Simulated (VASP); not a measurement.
Al:

```
CELL_PARAMETERS angstrom
0.00000 2.18116 2.18116
2.18116 0.00000 2.18116
2.18116 2.18116 0.00000
ATOMIC_POSITIONS crystal
Al 0.00000 0.00000 0.00000
```

This cell differs from its parent crystal: volume scaled by 1.25.

* Program: VASP 6.6.1
* Task: relaxation of cell and atoms
* Functional: LDA
* Potentials or basis: VASP PAW LDA potentials, release 64 (Al)
* Cutoff: 600 eV
* k mesh: 8 × 8 × 8
* Occupations: fermi-dirac, width 0.025 eV
* Spin: non-collinear spin, zero start, spin-orbit coupling
* Starting moments: [[0.0, 0.0, 0.0]] μB

At the start: pressure -12.2 GPa; volume 20.75 Å³/atom.

**Question.** Where does the relaxation end?

**Answer.** Over 5 steps the energy falls by 249.5 meV/atom and the volume is 15.86 Å³/atom (-23.6 %); space group Fm-3m (No. 225, to 0.05 Å); moment 0.00 μB per cell.

Step by step:
```tsv
step	energy change (eV)	largest force (eV/Å)	pressure (GPa)	volume (Å³)
1	0.0000	0.0000	-12.15	20.75
2	-0.2450	0.0000	-2.64	16.38
3	-0.2494	0.0000	-0.32	15.91
4	-0.2494	0.0000	0.16	15.82
5	-0.2495	0.0000	-0.04	15.86
```

Final structure:
```xyz
1
Lattice="0.0000 1.9942 1.9942 1.9942 0.0000 1.9942 1.9942 1.9942 0.0000" Properties=species:S:1:pos:R:3 pbc="T T T"
Al    0.0000    1.9942    1.9942
```

Caveat: the cell differs from its parent crystal (volume scaled by 1.25); the volume moved by over 15 % at a fixed basis, so the end points are rough.
